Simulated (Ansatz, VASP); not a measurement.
# Zn: VASP beside Ansatz

The input INCAR:

```
SYSTEM = Zn
PREC     = Accurate       ! precision mode
ENCUT    = 600            ! plane-wave cutoff, eV
EDIFF    = 1E-7           ! SCF threshold, eV
ISMEAR   = 0              ! smearing method
SIGMA    = 0.1            ! smearing width, eV
LREAL    = .FALSE.        ! projectors in reciprocal space
LASPH    = .TRUE.         ! aspherical terms in the spheres
NELM     = 60             ! most SCF steps
ALGO     = Fast           ! electronic algorithm
ISIF     = 3              ! what is computed and relaxed
LWAVE    = .FALSE.        ! write WAVECAR
LCHARG   = .FALSE.        ! write CHGCAR
GGA      = PE             ! functional
IBRION   = 2              ! ionic algorithm
NSW      = 80             ! ionic steps
EDIFFG   = -0.01          ! ionic threshold
```

Contents of KPOINTS:

```
Automatic mesh
0
G
  18 18 18
  0 0 0
```

The input POSCAR:

```
Zn
1.0
    0.0000000000      1.9573669731      1.9573669731
    1.9573669731      0.0000000000      1.9573669731
    1.9573669731      1.9573669731      0.0000000000
Zn
1
Direct
    0.0000000000      0.0000000000      0.0000000000
```

Input for Ansatz:

```yaml
crystal:
  lattice:
    - [0.0, 1.9573669731, 1.9573669731]
    - [1.9573669731, 0.0, 1.9573669731]
    - [1.9573669731, 1.9573669731, 0.0]
  atoms:
    - { symbol: Zn, position: [0.0, 0.0, 0.0] }
basis:
  ecutwfc: 420
kpoints:
  mp_grid: { grid: [18, 18, 18] }
hamiltonian:
  xc: pbe
scf:
  occupations: { method: gaussian, width: 0.1 }
output:
  forces: true
  stress: true
  eigenvalues: true
relax:
  adjacent_minimum: "off"
  f_tol: 0.01
  max_steps: 60
  cell: { stress_tol: 0.1 }
```

Alike in both runs: task relaxation of cell and atoms; functional PBE; k mesh 18 × 18 × 18; occupations gaussian, width 0.1 eV; no spin polarisation.

|  | VASP | Ansatz |
| --- | --- | --- |
| version | VASP 6.6.1 | Ansatz 0.2.0 |
| potentials or method | VASP PAW PBE potentials, release 64 (Zn), cutoff 600 eV | scalar-relativistic, plane waves, PAW |
| valence electrons in the cell | 12 | 12 |

Ansatz gave:

* gap on the k mesh at the Fermi level, each at its own relaxed structure (eV): none
* relaxed volume (Å³/atom): 15.15
* relaxed cell length with the largest relative difference (Å): 2.778

Task: Which values does VASP return?

Result: gap on the k mesh at the Fermi level, each at its own relaxed structure (eV): none; relaxed volume (Å³/atom): 15.23; relaxed cell length with the largest relative difference (Å): 2.782.

A gap of «none» marks a metal or a gap that the smearing closes.
